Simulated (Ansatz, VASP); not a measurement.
## Zr in VASP and in Ansatz

```xyz
1
Lattice="-1.7593 1.7593 1.7593 1.7593 -1.7593 1.7593 1.7593 1.7593 -1.7593" Properties=species:S:1:pos:R:3 pbc="T T T"
Zr    0.0000    0.0000    0.0000
```

Alike in both runs: functional PBEsol; k mesh 22 × 22 × 22; occupations gaussian, width 0.1 eV; no spin polarisation.

Ansatz relaxed the structure, and its values are those at the end. VASP's run is a single point on that final structure, the one shown.

```csv
,VASP,Ansatz
version,VASP 6.6.1,Ansatz 0.2.0
potentials or method,"VASP PAW PBE potentials, release 64 (Zr_sv), cutoff 520 eV","scalar-relativistic, plane waves, PAW"
valence electrons in the cell,12,12
```

Ansatz gave:

```
gap on the k mesh at the Fermi level (eV) : none
pressure (GPa)                            : 0.0
```

Q: Which values does VASP return?

A: gap on the k mesh at the Fermi level (eV): none; pressure (GPa): 0.1.

VASP's potentials were made for PBE, not for PBEsol. A gap of «none» marks a metal or a gap that the smearing closes.
